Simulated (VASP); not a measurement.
# Ca (P6_3/mmc) in VASP: a series of runs

Ca is run at these levels: PBEsol; tasks: single point.

Program: VASP 6.6.1. These are calculated values, not measurements. Logs are shortened: lines on timing, memory, paths and dates and some standing lists are left out, and cuts for length are marked.

### 1 The cell of the first run

It takes space group P6_3/mmc (No. 194, hexagonal). The conventional cell has a = 3.929 Å, b = 3.929 Å, c = 6.465 Å, α = 90.00°, β = 90.00°, γ = 120.00°. Within 5.2 Å of Ca (site symmetry -6m2) lie 12 Ca at 3.93 to 3.95 Å.

This isn't the form of Ca at room conditions, which is fcc.

### 2 Single point, PBEsol (43.22 Å³/atom)

Input file INCAR:

```
  PREC = Accurate
  ENCUT = 520
  EDIFF = 1E-6
  ISMEAR = 0
  SIGMA = 0.1
  LREAL = False
  LASPH = True
  NELM = 100
  ALGO = Fast
  ISIF = 2
  LWAVE = False
  LCHARG = False
  GGA = PS
  NBANDS = 17
```

Input file KPOINTS:

```
regular mesh
0
Gamma
  12 12 8
```

Input file POSCAR:

```
Ca
1.0
    3.9292378358      0.0000000000      0.0000000000
   -1.9646189179      3.4028197833      0.0000000000
    0.0000000000      0.0000000000      6.4645343816
Ca
2
Direct
    0.3333333333      0.6666666667      0.2500000000
    0.6666666667      0.3333333333      0.7500000000
```

Potentials or basis: VASP PAW PBE potentials, release 64 (Ca_sv).

On the command line:

```
> cat potpaw_PBE.64/Ca_sv/POTCAR > POTCAR
> mpirun -np 1 vasp_std > vasp.out
```

OUTCAR:

```text
PREC = Accurate
   ENCUT = 520
   EDIFF = 1E-6
   ISMEAR = 0
   LREAL = False
   LASPH = True
   NELM = 100
   ISIF = 2
   GGA = PS

 ion  position               nearest neighbor table
   1  0.333  0.667  0.250-
   2  0.667  0.333  0.750-

  LATTYP: Found a hexagonal cell.
 ALAT       =     3.9292378358
 C/A-ratio  =     1.6452387592

  Lattice vectors:

 A1 = (   3.9292378358,   0.0000000000,   0.0000000000)
 A2 = (  -1.9646189179,   3.4028197833,   0.0000000000)
 A3 = (   0.0000000000,   0.0000000000,   6.4645343816)

Analysis of symmetry for initial positions (statically):
=====================================================================
 Subroutine PRICEL returns:
 Original cell was already a primitive cell.

 Routine SETGRP: Setting up the symmetry group for a
 hexagonal supercell.

 Subroutine GETGRP returns: Found 24 space group operations
 (whereof 12 operations were pure point group operations)
 out of a pool of 24 trial point group operations.

The static configuration has the point symmetry D_3d.
 The point group associated with its full space group is D_6h.

Analysis of symmetry for dynamics (positions and initial velocities):
=====================================================================
 Subroutine PRICEL returns:
 Original cell was already a primitive cell.

 Routine SETGRP: Setting up the symmetry group for a
 hexagonal supercell.

 Subroutine GETGRP returns: Found 24 space group operations
 (whereof 12 operations were pure point group operations)
 out of a pool of 24 trial point group operations.

The dynamic configuration has the point symmetry D_3d.
 The point group associated with its full space group is D_6h.

 Subroutine INISYM returns: Found 24 space group operations
 (whereof 12 operations are pure point group operations),
 and found     1 'primitive' translations

----------------------------------------------------------------------------------------

                                     Primitive cell

  volume of cell :      86.4340

  direct lattice vectors                    reciprocal lattice vectors
     3.929237836  0.000000000  0.000000000     0.254502283  0.146936962  0.000000000
    -1.964618918  3.402819783  0.000000000     0.000000000  0.293873923  0.000000000
     0.000000000  0.000000000  6.464534382     0.000000000  0.000000000  0.154690182

  length of vectors
     3.929237836  3.929237836  6.464534382     0.293873923  0.293873923  0.154690182

  position of ions in fractional coordinates (direct lattice)
     0.333333333  0.666666667  0.250000000
     0.666666667  0.333333333  0.750000000

  ion indices of the primitive-cell ions
   primitive index   ion index
                 1           1
                 2           2

----------------------------------------------------------------------------------------

 KPOINTS: regular mesh

Automatic generation of k-mesh.
 Grid dimensions read from file:
 generate k-points for:   12   12    8

 Generating k-lattice:

  Cartesian coordinates                     Fractional coordinates (reciprocal lattice)
     0.021208524  0.012244747  0.000000000     0.083333333  0.000000000  0.000000000
     0.000000000  0.024489494  0.000000000     0.000000000  0.083333333  0.000000000
     0.000000000  0.000000000  0.019336273     0.000000000  0.000000000  0.125000000

  Length of vectors
     0.024489494  0.024489494  0.019336273

  Shift w.r.t. Gamma in fractional coordinates (k-lattice)
     0.000000000  0.000000000  0.000000000

 Subroutine IBZKPT returns following result:
 ===========================================

 Found     95 irreducible k-points:

 Following reciprocal coordinates:
            Coordinates               Weight
  0.000000  0.000000  0.000000      1.000000
  0.083333  0.000000  0.000000      6.000000
  0.166667  0.000000  0.000000      6.000000
  0.250000  0.000000  0.000000      6.000000
  0.333333 -0.000000  0.000000      6.000000
  0.416667  0.000000  0.000000      6.000000
[... 16 lines left out ...]
  0.250000  0.000000  0.125000     12.000000
  0.333333 -0.000000  0.125000     12.000000
 [... further k-points ...]
   k-points           NKPTS =     95   k-points in BZ     NKDIM =     95   number of bands    NBANDS=     17
   number of dos      NEDOS =    301   number of ions     NIONS =      2
   total plane-waves  NPLWV =  43200
   dimension x,y,z NGX =    30 NGY =   30 NGZ =   48
   dimension x,y,z NGXF=    60 NGYF=   60 NGZF=   96
   ions per type =               2
   NGX,Y,Z   is equivalent  to a cutoff of  12.69, 12.69, 12.34 a.u.
   NGXF,Y,Z  is equivalent  to a cutoff of  25.39, 25.39, 24.69 a.u.
 SYSTEM =  unknown system
   PREC   = accura    normal or accurate (medium, high low for compatibility)
   ISTART =      0    job   : 0-new  1-cont  2-samecut
   ICHARG =      2    charge: 1-file 2-atom 10-const
   ISPIN  =      1    spin polarized calculation?
   LNONCOLLINEAR =      F non collinear calculations
   LSORBIT =      F    spin-orbit coupling
   LASPH  =      T    aspherical Exc in radial PAW
   ENCUT  =  520.0 eV  38.22 Ry    6.18 a.u.   7.31  7.31 12.02*2*pi/ulx,y,z
   NELM   =    100;   NELMIN=  2; NELMDL= -5     # of ELM steps
   EDIFF  = 0.1E-05   stopping-criterion for ELM
   LREAL  =      F    real-space projection
   EDIFFG = 0.1E-04   stopping-criterion for IOM
   NSW    =      0    number of steps for IOM
   IBRION =     -1    ionic relax: 0-MD 1-quasi-New 2-CG
   NFREE  =      0    steps in history (QN), initial steepest desc. (CG)
   ISIF   =      2    stress and relaxation
   ISYM   =      2    0-nonsym 1-usesym 2-fastsym
   POTIM  = 0.5000    time-step for ionic-motion
   TEBEG  =    0.0;   TEEND  =   0.0 temperature during run
   PSTRESS=    0.0 pullay stress
   NELECT =      20.0000    total number of electrons
   NUPDOWN=      -1.0000    fix difference up-down
   EMIN   =  10.00;   EMAX   =-10.00  energy-range for DOS
   EFERMI =   0.00;   METHOD = LEGACY
   ISMEAR =     0;   SIGMA  =   0.10  broadening in eV -4-tet -1-fermi 0-gaus
   EFERMI_NEDOS =   21; number of points for ismear=-14 and -15
   IALGO  =     68    algorithm
   IMIX   =      4    mixing-type and parameters
     AMIX     =   0.40;   BMIX     =  1.00
     AMIX_MAG =   1.60;   BMIX_MAG =  1.00
  volume/ion in A,a.u.               =      43.22       291.64
  Fermi-wavevector in a.u.,A,eV,Ry     =   1.005055  1.899279 13.743739  1.010136
  Thomas-Fermi vector in A             =   2.137711
   LORBIT       =      0    0 simple, 1 ext, 2 COOP (PROOUT), +10 PAW based schemes
   GGA     = PS    functional components
   LHFCALC =     F    Hartree Fock is set to
   AEXX    =    0.0000 exact exchange contribution
   IVDW    =     0    specifies the selected vdW correction
   LEPSILON=     F    determine dielectric tensor
   LRPA    =     F    only Hartree local field effects (RPA)
 non-spin polarized calculation
 RMM-DIIS sequential band-by-band and
 Gauss-broadening in eV      SIGMA  =   0.10
  energy-cutoff  :      520.00
  volume of cell :       86.43
 maximum number of plane-waves:      2364
 NGX is ok and might be reduce to    30
   NGX = 15   NGY = 15   NGZ = 25

 number of electron      19.9999994 magnetization

 Free energy of the ion-electron system (eV)
  ---------------------------------------------------
  ext. energy  EPLUGINS =         0.00000000
  ---------------------------------------------------
  free energy    TOTEN  =        -4.25169737 eV

  energy without entropy =       -4.24134408  energy(sigma->0) =       -4.24652072

 E-fermi :   1.8582     XC(G=0):  -7.7344

 val. band max:        1.8565950187   @ k =   0.2500   0.0833   0.0000
 cond. band min:       1.8923995835   @ k =   0.0000   0.0000   0.1250
 fundamental gap:      0.0358045648
 Fermi energy:         1.8581643546

 k-point     1 :       0.0000    0.0000    0.0000
  band No.  band energies     occupation
      1     -40.0881      2.00000
      2     -40.0761      2.00000
      3     -21.2056      2.00000
      4     -21.1023      2.00000
      5     -21.1023      2.00000
      6     -21.0851      2.00000
[... 9 lines left out ...]
     16       4.3856      0.00000
     17       4.7871      0.00000

 k-point     2 :       0.0833    0.0000    0.0000
  band No.  band energies     occupation
      1     -40.0874      2.00000
      2     -40.0757      2.00000
      3     -21.2028      2.00000
      4     -21.1090      2.00000
      5     -21.1044      2.00000
      6     -21.0920      2.00000
[... 9 lines left out ...]
     16       4.4606      0.00000
     17       4.6863      0.00000

 k-point     3 :       0.1667    0.0000    0.0000
  band No.  band energies     occupation
      1     -40.0853      2.00000
      2     -40.0747      2.00000
      3     -21.1947      2.00000
      4     -21.1274      2.00000
      5     -21.1108      2.00000
      6     -21.1101      2.00000
[... 9 lines left out ...]
     16       4.4309      0.00000
     17       4.5783      0.00000

 k-point     4 :       0.2500    0.0000    0.0000
  band No.  band energies     occupation
      1     -40.0823      2.00000
      2     -40.0734      2.00000
      3     -21.1825      2.00000
      4     -21.1526      2.00000
      5     -21.1359      2.00000
      6     -21.1176      2.00000
[... 9 lines left out ...]
     16       4.6933      0.00000
     17       4.7512      0.00000

 k-point     5 :       0.3333   -0.0000    0.0000
  band No.  band energies     occupation
      1     -40.0792      2.00000
      2     -40.0723      2.00000
      3     -21.1781      2.00000
      4     -21.1684      2.00000
      5     -21.1605      2.00000
      6     -21.1249      2.00000
[... 9 lines left out ...]
     16       5.0221      0.00000
     17       5.2107      0.00000

 k-point     6 :       0.4167    0.0000    0.0000
  band No.  band energies     occupation
      1     -40.0766      2.00000
      2     -40.0717      2.00000
      3     -21.1969      2.00000
      4     -21.1782      2.00000
      5     -21.1554      2.00000
      6     -21.1302      2.00000
[... 9 lines left out ...]
     16       5.4380      0.00000
     17       5.6899      0.00000

 k-point     7 :       0.5000    0.0000    0.0000
  band No.  band energies     occupation
      1     -40.0755      2.00000
      2     -40.0716      2.00000
      3     -21.2037      2.00000
      4     -21.1846      2.00000
      5     -21.1494      2.00000
      6     -21.1321      2.00000
[... 9 lines left out ...]
     16       5.8540      0.00000
     17       5.9112      0.00000

 k-point     8 :       0.0833    0.0833    0.0000
  band No.  band energies     occupation
      1     -40.0859      2.00000
      2     -40.0750      2.00000
      3     -21.1973      2.00000
      4     -21.1204      2.00000
      5     -21.1116      2.00000
      6     -21.1018      2.00000
[... 9 lines left out ...]
     16       4.4655      0.00000
     17       4.6018      0.00000
[... 203 lines left out ...]
      1     -40.0725      2.00000
      2     -40.0725      2.00000
      3     -21.1818      2.00000
      4     -21.1644      2.00000
      5     -21.1644      2.00000
      6     -21.1453      2.00000
[... 9 lines left out ...]
     16       5.4579      0.00000
     17       5.5189      0.00000

 k-point    20 :       0.0000    0.0000    0.1250
  band No.  band energies     occupation
      1     -40.0877      2.00000
      2     -40.0766      2.00000
      3     -21.2009      2.00000
      4     -21.1017      2.00000
      5     -21.1017      2.00000
      6     -21.0858      2.00000
[... 9 lines left out ...]
     16       4.3490      0.00000
     17       4.8543      0.00000

 k-point    21 :       0.0833    0.0000    0.1250
  band No.  band energies     occupation
      1     -40.0869      2.00000
      2     -40.0762      2.00000
      3     -21.1983      2.00000
      4     -21.1082      2.00000
      5     -21.1037      2.00000
      6     -21.0940      2.00000
[... 9 lines left out ...]
     16       4.4176      0.00000
     17       4.7762      0.00000

 k-point    22 :       0.1667    0.0000    0.1250
  band No.  band energies     occupation
      1     -40.0849      2.00000
      2     -40.0751      2.00000
      3     -21.1912      2.00000
      4     -21.1261      2.00000
      5     -21.1131      2.00000
      6     -21.1093      2.00000
[... 9 lines left out ...]
     16       4.5446      0.00000
     17       4.6618      0.00000

 k-point    23 :       0.2500    0.0000    0.1250
  band No.  band energies     occupation
      1     -40.0820      2.00000
      2     -40.0737      2.00000
      3     -21.1819      2.00000
      4     -21.1495      2.00000
      5     -21.1380      2.00000
      6     -21.1167      2.00000
[... 9 lines left out ...]
     16       4.7520      0.00000
     17       4.7666      0.00000

 k-point    24 :       0.3333   -0.0000    0.1250
  band No.  band energies     occupation
      1     -40.0789      2.00000
      2     -40.0725      2.00000
      3     -21.1840      2.00000
      4     -21.1649      2.00000
      5     -21.1573      2.00000
      6     -21.1239      2.00000
[... 9 lines left out ...]
     16       5.0444      0.00000
     17       5.1842      0.00000

 [... further k-points ...]

------------------------ aborting loop because EDIFF is reached ----------------------------------------

  FORCE on cell =-STRESS in cart. coord.  units (eV):
  Direction    XX          YY          ZZ          XY          YZ          ZX
  --------------------------------------------------------------------------------------
  -------------------------------------------------------------------------------------
  Total       -0.5090404     -0.5090404     -0.5424876      0.0000000     -0.0000000      0.0000000
  in kB       -9.4357906     -9.4357906    -10.0557827      0.0000000     -0.0000000      0.0000000
  external PRESSURE =      -9.6424546 kB  Pullay stress =       0.0000000 kB

 VOLUME and BASIS-vectors are now :
 -----------------------------------------------------------------------------
  energy-cutoff  :      520.00
  volume of cell :       86.43
      direct lattice vectors                 reciprocal lattice vectors
     3.929237836  0.000000000  0.000000000     0.254502283  0.146936962  0.000000000
    -1.964618918  3.402819783  0.000000000     0.000000000  0.293873923  0.000000000
     0.000000000  0.000000000  6.464534382     0.000000000  0.000000000  0.154690182

 POSITION                                       TOTAL-FORCE (eV/Angst)
 -----------------------------------------------------------------------------------
     -0.00000      2.26855      1.61613         0.000000     -0.000000      0.000000
      1.96462      1.13427      4.84840        -0.000000      0.000000      0.000000
 -----------------------------------------------------------------------------------
    total drift:                                0.000000     -0.000000      0.000000

  FREE ENERGIE OF THE ION-ELECTRON SYSTEM (eV)
  ---------------------------------------------------
  free  energy   TOTEN  =        -4.2516973730 eV

  energy  without entropy=       -4.2413440766  energy(sigma->0) =       -4.24652072
```

It took 96 s on 1 thread of Intel Xeon 6975P-C (Granite Rapids), shared host; peak memory 0.27 GiB.

What came out:

```yaml
Free_energy: -4.2517 eV
Pressure: -1.0 GPa
Band_gap_on_the_k_mesh: zero (bands 10 and 11 overlap by 0.52 eV)
```

Caveat: the PAW data sets were made with another functional, which shifts forces and pressure a little.

### 3 Single point, PBEsol

This run uses another cell than the first one, of 44.72 Å³/atom.

Input file INCAR:

```
SYSTEM = Ca
PREC     = Accurate       ! precision mode
ENCUT    = 520            ! plane-wave cutoff, eV
EDIFF    = 1E-6           ! SCF threshold, eV
ISMEAR   = 0              ! smearing method
SIGMA    = 0.1            ! smearing width, eV
LREAL    = .FALSE.        ! projectors in reciprocal space
LASPH    = .TRUE.         ! aspherical terms in the spheres
NELM     = 80             ! most SCF steps
ALGO     = Fast           ! electronic algorithm
ISIF     = 2              ! what is computed and relaxed
LWAVE    = .FALSE.        ! write WAVECAR
LCHARG   = .FALSE.        ! write CHGCAR
GGA      = PS             ! functional
NBANDS   = 17             ! bands
```

Input file KPOINTS:

```
Automatic mesh
0
G
  12 12 8
  0 0 0
```

Input file POSCAR:

```
Ca
1.0
    3.9800000000      0.0000000000      0.0000000000
   -1.9900000000      3.4467811071      0.0000000000
    0.0000000000      0.0000000000      6.5200000000
Ca
2
Direct
    0.3333333333      0.6666666667      0.2500000000
    0.6666666667      0.3333333333      0.7500000000
```

Potentials or basis: VASP PAW PBE potentials, release 64 (Ca_sv).

On the command line:

```
> cat potpaw_PBE.64/Ca_sv/POTCAR > POTCAR
> mpirun -np 1 vasp_std > vasp.out
```

It took 2.7 min on 1 thread of Intel Xeon 6975P-C (Granite Rapids), shared host; peak memory 0.27 GiB.

The run converged. Its results:

| Quantity | Value |
| --- | --- |
| Free energy | -4.2298 eV |
| Pressure | -1.4 GPa |
| Band gap on the k mesh | zero (bands 10 and 11 overlap by 0.52 eV) |

Levels at points of the mesh, in eV from the Fermi level:
```tsv
k point	band 7	band 8	band 9	band 10	band 11	band 12	band 13	band 14
(0.00, 0.00, 0.00)	-23.03	-23.02	-3.99	-1.05	-0.26	2.17	2.19	2.19
(0.50, 0.00, 0.00)	-23.05	-23.04	-1.14	-0.72	0.23	0.37	1.29	1.81
(0.00, 0.00, 0.50)	-23.03	-23.03	-3.02	-3.02	1.33	1.33	2.17	2.17
(0.50, 0.00, 0.50)	-23.05	-23.05	-0.69	-0.69	0.04	0.04	1.39	1.39
```

Caveat: the PAW data sets were made with another functional, which shifts forces and pressure a little.

[end of part 1 of 2]

The gap in the log of VASP goes by the Fermi energy; the results here count the filled bands.